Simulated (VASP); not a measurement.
Write the native input for VASP 6.6.1 that does the following.

- Task: electric field gradients
- Functional: PBE
- Potentials or basis: VASP PAW PBE potentials, release 64 (Be, Si)
- Cutoff: 520 eV
- k mesh: 14 × 14 × 11
- Occupations: fermi-dirac, width 0.05 eV
- Spin: no spin polarisation
- Dipole correction: no
- Further INCAR settings: ALGO = Normal; EDIFF = 1e-08; NBANDS = 10

The structure of BeSi (L10 type) lies in POSCAR:

```
BeSi
1.0
    2.5556768585      0.0000000000      0.0000000000
    0.0000000000      2.5556768585      0.0000000000
    0.0000000000      0.0000000000      3.4196826506
Be Si
1 1
Direct
    0.0138339086      0.0138339086      0.0000000000
    0.5000000000      0.5000000000      0.5000000000
```

This cell differs from its parent crystal: atom 1 (Be) moved by [0.035355, 0.035355, 0.0] A.

The input as run:

INCAR

```
PREC = Accurate
ENCUT = 520
EDIFF = 1E-8
ISMEAR = -1
SIGMA = 0.05
LREAL = False
LASPH = True
NELM = 100
ALGO = Normal
ISIF = 2
LWAVE = False
LCHARG = False
GGA = PE
LEFG = True
NBANDS = 10
```

KPOINTS

```
regular mesh
0
Gamma
  14 14 11
```

Potentials or basis: VASP PAW PBE potentials, release 64 (Be, Si).

The run is started by

```sh
$ cat potpaw_PBE.64/Be/POTCAR potpaw_PBE.64/Si/POTCAR > POTCAR
$ mpirun -np 1 vasp_std > vasp.out
```

It gave:

* Pressure: 0.1 GPa
* Largest force: 0.032 eV/Å
* Band gap on the k mesh: zero (bands 3 and 4 overlap by 9.89 eV)
* Largest electric field gradient by atom: Be -0.7; Si -8.9 V/Å²

Caveat: the cell differs from its parent crystal (atom 1 (Be) moved by [0.035355, 0.035355, 0.0] A); without QUAD_EFG the Cq values of the log hold for a quadrupole moment of 1 mb, not for the nuclei.

Run time: 100 s on 1 thread of Intel Xeon 8259CL, with other jobs on the host, peak memory 0.19 GiB.
